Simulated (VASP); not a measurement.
Runs of VASP 6.6.1 on CaS. The structure is cubic, space group Fm-3m (No. 225). The conventional cell has a = 5.696 Å, b = 5.696 Å, c = 5.696 Å, α = 90.00°, β = 90.00°, γ = 90.00°. Ca (site symmetry m-3m) has 6 S at 2.85 Å within 3.8 Å. S (site symmetry m-3m) has 6 Ca at 2.85 Å within 3.8 Å. 

```csv
level,k mesh,cutoff (eV),gap on the mesh (eV),pressure (GPa)
PBE,6 × 6 × 6,500,(a),(b)
PBE,4 × 4 × 4,500,2.35,0.7
r2SCAN,6 × 6 × 6,550,2.80,0.3
r2SCAN,4 × 4 × 4,550,2.80,0.4
```

Alike in all rows: task single point; potentials or basis VASP PAW PBE potentials, release 64 (Ca_sv, S); no spin polarisation; cell as given; smearing gaussian 0.01 eV.

**Question.** Estimate the missing entries.

**Answer.** (a) 2.36; (b) 0.6.

Caveats: some runs use coarse meshes; the PAW data sets were made with another functional, which shifts forces and pressure a little (some runs).

A k mesh can miss the band edges.
